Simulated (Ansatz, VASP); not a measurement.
**Pt in VASP and in Ansatz**

INCAR

```
  PREC = Accurate
  ENCUT = 600
  EDIFF = 1E-7
  ISMEAR = -1
  SIGMA = 0.05
  LREAL = False
  LASPH = True
  NELM = 60
  ALGO = Normal
  ISIF = 3
  LWAVE = False
  LCHARG = False
  GGA = PS
  IBRION = 2
  NSW = 80
  EDIFFG = -0.01
```

Contents of KPOINTS:

```
regular mesh
0
Gamma
  19 19 19
```

File POSCAR:

```
Pt
1.0
   -1.5842200000      1.5842200000      1.5842200000
    1.5842200000     -1.5842200000      1.5842200000
    1.5842200000      1.5842200000     -1.5842200000
Pt
1
Direct
    0.0000000000      0.0000000000      0.0000000000
```

Input for Ansatz:

```yaml
crystal:
  lattice:
    - [-1.58422, 1.58422, 1.58422]
    - [1.58422, -1.58422, 1.58422]
    - [1.58422, 1.58422, -1.58422]
  atoms:
    - { symbol: Pt, position: [0.0, 0.0, 0.0] }
kpoints:
  mp_grid:
    grid: [19, 19, 19]
hamiltonian:
  xc: pbesol
scf:
  convergence:
    dr2_threshold: 1.0e-10
  occupations:
    method: fermi_dirac
    width: 0.05
relax:
  cell: {}
```

Alike in both runs: task relaxation of cell and atoms; functional PBEsol; k mesh 19 × 19 × 19; occupations fermi-dirac, width 0.05 eV; no spin polarisation.

```csv
,VASP,Ansatz
version,VASP 6.6.1,Ansatz 0.2.0
potentials or method,"VASP PAW PBE potentials, release 64 (Pt)","plane waves, PAW"
plane-wave cutoff (eV),600,420
valence electrons in the cell,10,18
```

Ansatz gave:

| Property | Result |
| --- | --- |
| relaxed volume (Å³/atom) | 15.21 |
| relaxed cell length with the largest relative difference (Å) | 2.704 |

Problem. Which values does VASP return?

Solution. Relaxed volume (Å³/atom): 15.20; relaxed cell length with the largest relative difference (Å): 2.703.

VASP's potentials were made for PBE, not for PBEsol. VASP's potentials hold 10 valence electrons a cell and Ansatz's 18, so a difference there can come from the potentials and not from the codes.

Neither program's run includes spin-orbit coupling.
